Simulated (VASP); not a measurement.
Mn3NiB:

```
Ni B Mn
1.0
     3.89051    0.00000    0.00000
     0.00000    3.89051    0.00000
     0.00000    0.00000    3.89051
Ni B Mn
1 1 3
Direct
  0.00000 0.00000 0.00000
  0.50000 0.50000 0.50000
  0.50000 0.50000 0.00000
  0.50000 0.00000 0.50000
  0.00000 0.50000 0.50000
```

```yaml
Program: VASP 6.6.1
Task: relaxation of cell and atoms
Functional: PBE
Potentials_or_basis: VASP PAW PBE potentials, release 64 (Ni, B, Mn_pv)
Cutoff: 600 eV
k_mesh: 10 × 10 × 10
Occupations: gaussian, width 0.1 eV
Spin: no spin polarisation
```

At the start: pressure -17.3 GPa; volume 11.78 Å³/atom.

Task: How do energy, volume and symmetry change on relaxing?

Result: Over 4 steps the energy falls by 64.4 meV/atom and the volume is 10.68 Å³/atom (-9.3 %); space group Pm-3m (No. 221, to 0.05 Å).

The path:
| step | energy change (eV) | largest force (eV/Å) | pressure (GPa) | volume (Å³) |
| --- | --- | --- | --- | --- |
| 1 | 0.0000 | 0.0000 | -17.30 | 58.89 |
| 2 | 0.0147 | 0.0000 | 24.95 | 48.70 |
| 3 | -0.3221 | 0.0000 | -0.33 | 53.50 |
| 4 | -0.3222 | 0.0000 | 0.11 | 53.39 |

Final structure:
```
Ni B Mn
1.0
     3.76555    0.00000    0.00000
     0.00000    3.76555    0.00000
     0.00000    0.00000    3.76555
Ni B Mn
1 1 3
Direct
  0.00000 0.00000 0.00000
  0.50000 0.50000 0.50000
  0.50000 0.50000 0.00000
  0.50000 0.00000 0.50000
  0.00000 0.50000 0.50000
```
